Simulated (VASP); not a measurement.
# HfH3Cl (P-3m1) in VASP: single point with PBE

Aim: the single point of HfH3Cl with PBE.

All numbers are computed with VASP 6.6.1; they aren't measurements. Logs are shortened: lines on timing, memory, paths and dates and some standing lists are left out, and cuts for length are marked.

## Step 1: The cell of the first run

It takes space group P-3m1 (No. 164, trigonal). Conventional cell: a = 3.439 Å, b = 3.439 Å, c = 11.988 Å, α = 90.00°, β = 90.00°, γ = 120.00°. Hf (site symmetry 3m) has 10 H at 1.99 to 2.32 Å and 1 Cl at 2.34 Å within 2.6 Å. Within 2.5 Å of H (site symmetry 3m) lie 7 H at 1.86 to 2.26 Å and 4 Hf at 2.16 to 2.32 Å. Within 2.5 Å of H (site symmetry 3m) lie 4 H at 1.86 to 2.13 Å and 3 Hf at 2.09 Å. Within 2.6 Å of H (site symmetry 3m) lie 3 Hf at 1.99 Å and 6 H at 2.13 to 2.26 Å. Cl (site symmetry 3m) has 1 Hf at 2.34 Å and 6 H at 2.60 to 3.16 Å within 3.2 Å.

## Step 2: Single point, PBE

INCAR

```
ALGO = Normal
EDIFF = 1E-6
ENCUT = 520
GGA = PE
ISIF = 2
ISMEAR = 0
LASPH = T
LCHARG = F
LREAL = F
LWAVE = F
NBANDS = 31
NELM = 60
PREC = Accurate
SIGMA = 0.1
```

KPOINTS

```
k-points
0
Gamma
  12 12 4
```

POSCAR

```
HfH3Cl
1.0
    3.4388905063      0.0000000000      0.0000000000
   -1.7194452532      2.9781665393      0.0000000000
    0.0000000000      0.0000000000     11.9878821262
Hf H Cl
2 6 2
Direct
    0.3333333333      0.6666666667      0.1399286875
    0.6666666667      0.3333333333      0.8600713125
    0.3333333333      0.6666666667      0.9599171881
    0.3333333333      0.6666666667      0.8048121614
    0.0000000000      0.0000000000      0.8697043963
    0.6666666667      0.3333333333      0.0400828119
    0.6666666667      0.3333333333      0.1951878386
    0.0000000000      0.0000000000      0.1302956037
    0.3333333333      0.6666666667      0.3354165498
    0.6666666667      0.3333333333      0.6645834502
```

Potentials or basis: VASP PAW PBE potentials, release 64 (Hf_pv, H, Cl).

Command:

```bash
cat potpaw_PBE.64/Hf_pv/POTCAR potpaw_PBE.64/H/POTCAR potpaw_PBE.64/Cl/POTCAR > POTCAR
mpirun -np 1 vasp_std > vasp.out
```

OUTCAR:

```text
EDIFF = 1E-6
   ENCUT = 520
   GGA = PE
   ISIF = 2
   ISMEAR = 0
   LASPH = T
   LREAL = F
   NELM = 60
   PREC = Accurate

 ion  position               nearest neighbor table
   1  0.333  0.667  0.140-   8 1.99   8 1.99   8 1.99   7 2.09   7 2.09   7 2.09   3 2.16   6 2.32
                             6 2.32   6 2.32   9 2.34
   2  0.667  0.333  0.860-   5 1.99   5 1.99   5 1.99   4 2.09   4 2.09   4 2.09   6 2.16   3 2.32
                             3 2.32   3 2.32  10 2.34
   3  0.333  0.667  0.960-   1 2.16   2 2.32   2 2.32   2 2.32
   4  0.333  0.667  0.805-   2 2.09   2 2.09   2 2.09
   5  0.000  0.000  0.870-   2 1.99   2 1.99   2 1.99
   6  0.667  0.333  0.040-   2 2.16   1 2.32   1 2.32   1 2.32
   7  0.667  0.333  0.195-   1 2.09   1 2.09   1 2.09
   8  0.000  0.000  0.130-   1 1.99   1 1.99   1 1.99
   9  0.333  0.667  0.335-   1 2.34
  10  0.667  0.333  0.665-   2 2.34

  LATTYP: Found a hexagonal cell.
 ALAT       =     3.4388905063
 C/A-ratio  =     3.4859737768

  Lattice vectors:

 A1 = (   3.4388905063,   0.0000000000,   0.0000000000)
 A2 = (  -1.7194452532,   2.9781665393,   0.0000000000)
 A3 = (   0.0000000000,   0.0000000000,  11.9878821262)

Analysis of symmetry for initial positions (statically):
=====================================================================
 Subroutine PRICEL returns:
 Original cell was already a primitive cell.

 Routine SETGRP: Setting up the symmetry group for a
 hexagonal supercell.

 Subroutine GETGRP returns: Found 12 space group operations
 (whereof 12 operations were pure point group operations)
 out of a pool of 24 trial point group operations.

The static configuration has the point symmetry D_3d.

Analysis of symmetry for dynamics (positions and initial velocities):
=====================================================================
 Subroutine PRICEL returns:
 Original cell was already a primitive cell.

 Routine SETGRP: Setting up the symmetry group for a
 hexagonal supercell.

 Subroutine GETGRP returns: Found 12 space group operations
 (whereof 12 operations were pure point group operations)
 out of a pool of 24 trial point group operations.

The dynamic configuration has the point symmetry D_3d.

 Subroutine INISYM returns: Found 12 space group operations
 (whereof 12 operations are pure point group operations),
 and found     1 'primitive' translations

----------------------------------------------------------------------------------------

                                     Primitive cell

  volume of cell :     122.7750

  direct lattice vectors                    reciprocal lattice vectors
     3.438890506  0.000000000  0.000000000     0.290791463  0.167888529  0.000000000
    -1.719445253  2.978166539  0.000000000     0.000000000  0.335777058  0.000000000
     0.000000000  0.000000000 11.987882126     0.000000000  0.000000000  0.083417570

  length of vectors
     3.438890506  3.438890506 11.987882126     0.335777058  0.335777058  0.083417570

  position of ions in fractional coordinates (direct lattice)
     0.333333333  0.666666667  0.139928688
     0.666666667  0.333333333  0.860071312
     0.333333333  0.666666667  0.959917188
     0.333333333  0.666666667  0.804812161
     0.000000000  0.000000000  0.869704396
     0.666666667  0.333333333  0.040082812
     0.666666667  0.333333333  0.195187839
     0.000000000  0.000000000  0.130295604
     0.333333333  0.666666667  0.335416550
     0.666666667  0.333333333  0.664583450

  ion indices of the primitive-cell ions
   primitive index   ion index
                 1           1
                 2           2
                 3           3
                 4           4
                 5           5
                 6           6
                 7           7
                 8           8
                 9           9
                10          10

----------------------------------------------------------------------------------------

 KPOINTS: k-points

Automatic generation of k-mesh.
 Grid dimensions read from file:
 generate k-points for:   12   12    4

 Generating k-lattice:

  Cartesian coordinates                     Fractional coordinates (reciprocal lattice)
     0.024232622  0.013990711  0.000000000     0.083333333 -0.000000000  0.000000000
     0.000000000  0.027981422  0.000000000     0.000000000  0.083333333  0.000000000
     0.000000000  0.000000000  0.020854393     0.000000000  0.000000000  0.250000000

  Length of vectors
     0.027981422  0.027981422  0.020854393

  Shift w.r.t. Gamma in fractional coordinates (k-lattice)
     0.000000000  0.000000000  0.000000000

 Subroutine IBZKPT returns following result:
 ===========================================

 Found     69 irreducible k-points:

 Following reciprocal coordinates:
            Coordinates               Weight
  0.000000  0.000000  0.000000      1.000000
  0.083333 -0.000000  0.000000      6.000000
  0.166667 -0.000000  0.000000      6.000000
  0.250000  0.000000  0.000000      6.000000
  0.333333 -0.000000  0.000000      6.000000
  0.416667  0.000000  0.000000      6.000000
[... 16 lines left out ...]
  0.166667 -0.000000  0.250000      6.000000
  0.000000  0.166667  0.250000      6.000000
 [... further k-points ...]
   k-points           NKPTS =     69   k-points in BZ     NKDIM =     69   number of bands    NBANDS=     31
   number of dos      NEDOS =    301   number of ions     NIONS =     10
   total plane-waves  NPLWV =  70560
   dimension x,y,z NGX =    28 NGY =   28 NGZ =   90
   dimension x,y,z NGXF=    56 NGYF=   56 NGZF=  180
   ions per type =               2   6   2
   NGX,Y,Z   is equivalent  to a cutoff of  13.54, 13.54, 12.48 a.u.
   NGXF,Y,Z  is equivalent  to a cutoff of  27.07, 27.07, 24.96 a.u.
 SYSTEM =  unknown system
   PREC   = accura    normal or accurate (medium, high low for compatibility)
   ISTART =      0    job   : 0-new  1-cont  2-samecut
   ICHARG =      2    charge: 1-file 2-atom 10-const
   ISPIN  =      1    spin polarized calculation?
   LNONCOLLINEAR =      F non collinear calculations
   LSORBIT =      F    spin-orbit coupling
   LASPH  =      T    aspherical Exc in radial PAW
   ENCUT  =  520.0 eV  38.22 Ry    6.18 a.u.   6.39  6.39 22.29*2*pi/ulx,y,z
   NELM   =     60;   NELMIN=  2; NELMDL= -5     # of ELM steps
   EDIFF  = 0.1E-05   stopping-criterion for ELM
   LREAL  =      F    real-space projection
   EDIFFG = 0.1E-04   stopping-criterion for IOM
   NSW    =      0    number of steps for IOM
   IBRION =     -1    ionic relax: 0-MD 1-quasi-New 2-CG
   NFREE  =      0    steps in history (QN), initial steepest desc. (CG)
   ISIF   =      2    stress and relaxation
   ISYM   =      2    0-nonsym 1-usesym 2-fastsym
   POTIM  = 0.5000    time-step for ionic-motion
   TEBEG  =    0.0;   TEEND  =   0.0 temperature during run
   PSTRESS=    0.0 pullay stress
   NELECT =      40.0000    total number of electrons
   NUPDOWN=      -1.0000    fix difference up-down
   EMIN   =  10.00;   EMAX   =-10.00  energy-range for DOS
   EFERMI =   0.00;   METHOD = LEGACY
   ISMEAR =     0;   SIGMA  =   0.10  broadening in eV -4-tet -1-fermi 0-gaus
   EFERMI_NEDOS =   21; number of points for ismear=-14 and -15
   IALGO  =     38    algorithm
   IMIX   =      4    mixing-type and parameters
     AMIX     =   0.40;   BMIX     =  1.00
     AMIX_MAG =   1.60;   BMIX_MAG =  1.00
  volume/ion in A,a.u.               =      12.28        82.85
  Fermi-wavevector in a.u.,A,eV,Ry     =   1.126484  2.128745 17.265323  1.268965
  Thomas-Fermi vector in A             =   2.263166
   LORBIT       =      0    0 simple, 1 ext, 2 COOP (PROOUT), +10 PAW based schemes
   GGA     = PE    functional components
   LHFCALC =     F    Hartree Fock is set to
   AEXX    =    0.0000 exact exchange contribution
   IVDW    =     0    specifies the selected vdW correction
   LEPSILON=     F    determine dielectric tensor
   LRPA    =     F    only Hartree local field effects (RPA)
 non-spin polarized calculation
 Gauss-broadening in eV      SIGMA  =   0.10
  energy-cutoff  :      520.00
  volume of cell :      122.77
 maximum number of plane-waves:      3344
 NGX is ok and might be reduce to    28
   NGX = 13   NGY = 13   NGZ = 45

 number of electron      40.0000000 magnetization

 Free energy of the ion-electron system (eV)
  ---------------------------------------------------
  ext. energy  EPLUGINS =         0.00000000
  ---------------------------------------------------
  free energy    TOTEN  =       -49.08005023 eV

  energy without entropy =      -49.07367035  energy(sigma->0) =      -49.07686029

 E-fermi :   2.1089     XC(G=0):  -9.2667

 val. band max:        2.0573176568   @ k =   0.3333   0.3333   0.5000
 cond. band min:       2.1241034880   @ k =   0.0833  -0.0000   0.5000
 fundamental gap:      0.0667858312
 Fermi energy:         2.1089328868

 k-point     1 :       0.0000    0.0000    0.0000
  band No.  band energies     occupation
      1     -29.4590      2.00000
      2     -29.3941      2.00000
      3     -29.3389      2.00000
      4     -29.3389      2.00000
      5     -29.3343      2.00000
      6     -29.3343      2.00000
[... 23 lines left out ...]
     30       7.1965      0.00000
     31      10.2305      0.00000

 k-point     2 :       0.0833   -0.0000    0.0000
  band No.  band energies     occupation
      1     -29.4553      2.00000
      2     -29.3927      2.00000
      3     -29.3615      2.00000
      4     -29.3573      2.00000
      5     -29.3439      2.00000
      6     -29.3389      2.00000
[... 740 lines left out ...]
 k-point    24 :       0.0000    0.1667    0.2500
  band No.  band energies     occupation
      1     -29.4468      2.00000
      2     -29.4259      2.00000
      3     -29.4177      2.00000
      4     -29.3856      2.00000
      5     -29.3573      2.00000
      6     -29.3515      2.00000
[... 23 lines left out ...]
     30       8.1634      0.00000
     31       9.6590      0.00000

 [... further k-points ...]

------------------------ aborting loop because EDIFF is reached ----------------------------------------

  FORCE on cell =-STRESS in cart. coord.  units (eV):
  Direction    XX          YY          ZZ          XY          YZ          ZX
  --------------------------------------------------------------------------------------
  -------------------------------------------------------------------------------------
  Total       -0.4163049     -0.4163049     -0.6615910      0.0000000     -0.0000000      0.0000000
  in kB       -5.4326575     -5.4326575     -8.6335699      0.0000000     -0.0000000      0.0000000
  external PRESSURE =      -6.4996283 kB  Pullay stress =       0.0000000 kB

 VOLUME and BASIS-vectors are now :
 -----------------------------------------------------------------------------
  energy-cutoff  :      520.00
  volume of cell :      122.77
      direct lattice vectors                 reciprocal lattice vectors
     3.438890506  0.000000000  0.000000000     0.290791463  0.167888529  0.000000000
    -1.719445253  2.978166539  0.000000000     0.000000000  0.335777058  0.000000000
     0.000000000  0.000000000 11.987882126     0.000000000  0.000000000  0.083417570

 POSITION                                       TOTAL-FORCE (eV/Angst)
 -----------------------------------------------------------------------------------
     -0.00000      1.98544      1.67745         0.000000     -0.000000      0.089031
      1.71945      0.99272     10.31043        -0.000000      0.000000     -0.089031
     -0.00000      1.98544     11.50737        -0.000000     -0.000000      0.000105
     -0.00000      1.98544      9.64799         0.000000     -0.000000      0.008508
      0.00000      0.00000     10.42591        -0.000000      0.000000      0.001392
      1.71945      0.99272      0.48051        -0.000000      0.000000     -0.000105
      1.71945      0.99272      2.33989        -0.000000      0.000000     -0.008508
      0.00000      0.00000      1.56197        -0.000000     -0.000000     -0.001392
     -0.00000      1.98544      4.02093         0.000000      0.000000     -0.103049
      1.71945      0.99272      7.96695         0.000000      0.000000      0.103049
 -----------------------------------------------------------------------------------
    total drift:                                0.000000     -0.000000      0.000000

  FREE ENERGIE OF THE ION-ELECTRON SYSTEM (eV)
  ---------------------------------------------------
  free  energy   TOTEN  =       -49.0800502329 eV

  energy  without entropy=      -49.0736703480  energy(sigma->0) =      -49.07686029
```

It took 2.7 min on 1 thread of AMD EPYC 9R45 (Zen 5), shared host; peak memory 0.37 GiB.

Results:

| Property | Result |
| --- | --- |
| Free energy | -49.0801 eV |
| Pressure | -0.6 GPa |
| Largest force | 0.103 eV/Å |
| Band gap on the k mesh | zero (bands 20 and 21 overlap by 0.14 eV) |

Forces on the atoms (eV/Å):
```
Hf   0.000  0.000  0.089
Hf   0.000  0.000 -0.089
H    0.000  0.000  0.000
H    0.000  0.000  0.009
H    0.000  0.000  0.001
H    0.000  0.000  0.000
H    0.000  0.000 -0.009
H    0.000  0.000 -0.001
Cl   0.000  0.000 -0.103
Cl   0.000  0.000  0.103
```

Caveat: spin-orbit coupling is left out, which moves the levels of the heavy elements; this functional lacks dispersion, which binds layers or chains, so the pressure and a relaxed spacing across them are unreliable.

The gap in the log of VASP goes by the Fermi energy; the results here count the filled bands.